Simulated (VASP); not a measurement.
# SiGe5: single point with PBE

The system is SiGe5.

```
Si Ge
1.0
     0.00000    4.60779    4.60779
     4.60779    0.00000    4.60779
     4.60779    4.60779    0.00000
Si Ge
1 5
Direct
  0.75000 0.75000 0.75000
  0.09832 0.70503 0.09832
  0.09832 0.09832 0.09832
  0.70503 0.09832 0.09832
  0.09832 0.09832 0.70503
  0.25000 0.25000 0.25000
```

```json
{
 "Program": "VASP 6.6.1",
 "Task": "single point",
 "Functional": "PBE",
 "Potentials or basis": "VASP PAW PBE potentials, release 64 (Si, Ge_d)",
 "Cutoff": "520 eV",
 "k mesh": "8 × 8 × 8",
 "Occupations": "gaussian, width 0.1 eV",
 "Spin": "no spin polarisation",
 "Dipole correction": "no",
 "k mesh for the DOS": "12 × 12 × 12",
 "Occupations for the DOS": "tetrahedron",
 "Further INCAR settings": "ALGO = Normal; EDIFF = 1e-07"
}
```

```
Valence electrons inside the program's atomic spheres : Si 1.44; Ge 12.29, 12.40 (each value once)
```

Levels at points of the mesh, in eV from the Fermi level:
```csv
k point,band 33,band 34,band 35,band 36,band 37,band 38,band 39,band 40,band 41,band 42
"(0.00, 0.00, 0.00)",-3.46,-3.46,-0.84,-0.84,0.18,0.18,0.18,1.26,4.25,4.26
"(0.50, 0.00, 0.00)",-2.97,-2.90,-0.48,-0.48,-0.16,-0.13,-0.13,0.39,2.51,2.51
"(0.50, 0.50, 0.00)",-2.00,-2.00,-1.20,-0.37,-0.37,0.04,0.14,0.68,1.73,1.73
```

Wall time 6.9 min on 1 thread of AMD EPYC 9R45 96-Core Processor (Zen 5), with other jobs on the host, peak memory 0.57 GiB.
